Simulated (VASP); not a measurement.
CuO:

```
CELL_PARAMETERS angstrom
2.34185 -1.71130 0.00000
2.34185 1.71130 0.00000
-0.85003 0.00000 5.05787
ATOMIC_POSITIONS crystal
Cu 0.50000 0.00000 0.50000
Cu 0.00000 0.50000 0.00000
O 0.41840 0.58160 0.75000
O 0.58160 0.41840 0.25000
```

Program: VASP 6.6.1. Alike in all runs: task single point; no spin polarisation; cell as given; k mesh 10 × 10 × 5; cutoff (eV) 820.

Order these runs on this cell by their pressure, lowest first.
A. level PBE; potentials or basis VASP PAW PBE potentials, release 64 (Cu_sv_GW, O); smearing gaussian 0.024 eV
B. level PBEsol+U; potentials or basis VASP PAW PBE potentials, release 64 (Cu_sv_GW, O); U Cu d U = 1.0 eV; smearing fermi-dirac 0.05 eV
C. level PBE+D3(BJ); potentials or basis VASP PAW PBE potentials, release 64 (Cu_sv_GW, O); smearing fermi-dirac 0.05 eV
D. level LDA; potentials or basis VASP PAW LDA potentials, release 64 (Cu_sv_GW, O); smearing fermi-dirac 0.05 eV

D (-9.9 GPa), B (-3.7 GPa), C (0.3 GPa), A (4.8 GPa).

Caveats: the cell stands under tension (at least some runs); the PAW data sets were made with another functional, which shifts forces and pressure a little (at least some runs); U without spin polarisation on a metal has little footing (at least some runs); the cell stands under pressure (at least some runs); the stress differs along the axes, from -13 to -6 GPa (at least some runs).
